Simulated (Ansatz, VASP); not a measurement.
**Mg: VASP beside Ansatz**

Contents of INCAR:

```
  PREC = Accurate
  ENCUT = 520
  EDIFF = 1E-7
  ISMEAR = -1
  SIGMA = 0.1
  LREAL = False
  LASPH = True
  NELM = 80
  ALGO = Normal
  ISIF = 2
  LWAVE = False
  LCHARG = False
  GGA = PS
  NBANDS = 10
```

Contents of KPOINTS:

```
regular mesh
0
Gamma
  8 8 12
```

POSCAR

```
Mg
1.0
    5.2686851353      0.0000000000      0.0000000000
   -2.6343425676      4.5628151717      0.0000000000
    0.0000000000      0.0000000000      3.1920003344
Mg
3
Direct
    1.0000000000      0.0000000000      0.0000000000
    0.3333333333      0.6666666667      0.5000000000
    0.6666666667      0.3333333333      0.5000000000
```

Input for Ansatz:

```yaml
crystal:
  lattice:
    - [5.2686851353, 0.0, 0.0]
    - [-2.6343425676, 4.5628151717, 0.0]
    - [0.0, 0.0, 3.1920003344]
  atoms:
    - { symbol: Mg, position: [1.0, 0.0, 0.0] }
    - { symbol: Mg, position: [0.3333333333, 0.6666666667, 0.5] }
    - { symbol: Mg, position: [0.6666666667, 0.3333333333, 0.5] }
hamiltonian:
  xc: pbesol
  pseudopotentials:
    kind: paw
    azcp:
      Mg: "pseudopotentials/Mg.paw.azcp"
basis:
  ecutwfc: 420
  fft_grid_basis: typed
kpoints:
  mp_grid: { grid: [8, 8, 12], shift: [0, 0, 0] }
magnetization:
  spin_polarized: false
scf:
  occupations: { method: fermi_dirac, width: 0.1 }
  lower_state_search: "off"
output:
  stress: true
```

Alike in both runs: task single point; functional PBEsol; k mesh 8 × 8 × 12; occupations fermi-dirac, width 0.1 eV; no spin polarisation.

|  | VASP | Ansatz |
| --- | --- | --- |
| version | VASP 6.6.1 | Ansatz 0.2.0 |
| potentials or method | VASP PAW PBE potentials, release 64 (Mg), cutoff 520 eV | plane waves (420 eV) with PAW, scalar-relativistic |
| valence electrons in the cell | 6 | 30 |

|  | VASP | Ansatz | Ansatz less VASP |
| --- | --- | --- | --- |
| pressure (GPa) | -3.3 | -3.2 | +0.07 |
| traceless stress, the component that is largest in VASP (GPa) | 0.08 | 0.08 | +0.001 |

VASP's potentials were made for PBE, not for PBEsol, and Ansatz warns of the same on its side. VASP's potentials hold 6 valence electrons a cell and Ansatz's 30, so a difference there can come from the potentials and not from the codes.
